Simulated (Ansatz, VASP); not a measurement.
# V3I in VASP and in Ansatz

```xyz
4
Lattice="3.9445 0.0000 0.0000 0.0000 3.9445 0.0000 0.0000 0.0000 3.9445" Properties=species:S:1:pos:R:3 pbc="T T T"
V     0.0000    1.9722    1.9722
V     1.9722    0.0000    1.9722
V     1.9722    1.9722    0.0000
I     0.0000    0.0000    0.0000
```

Alike in both runs: functional PBE; k mesh 12 × 12 × 12; occupations gaussian, width 0.1 eV; no spin polarisation.

Ansatz relaxed the structure, and its values are those at the end. VASP's run is a single point on that final structure, the one shown.

```csv
,VASP,Ansatz
version,VASP 6.6.1,Ansatz 0.2.0
potentials or method,"VASP PAW PBE potentials, release 64 (V_sv, I), cutoff 520 eV","scalar-relativistic, plane waves, PAW"
valence electrons in the cell,46,56
```

```tsv
	VASP	Ansatz	Ansatz less VASP
gap on the k mesh at the Fermi level (eV)	none	none	-
pressure (GPa)	0.0	0.0	0.00
```

A gap of «none» marks a metal or a gap that the smearing closes. VASP's potentials hold 46 valence electrons a cell and Ansatz's 56, so a difference there can come from the potentials and not from the codes.

Spin-orbit coupling is off throughout.
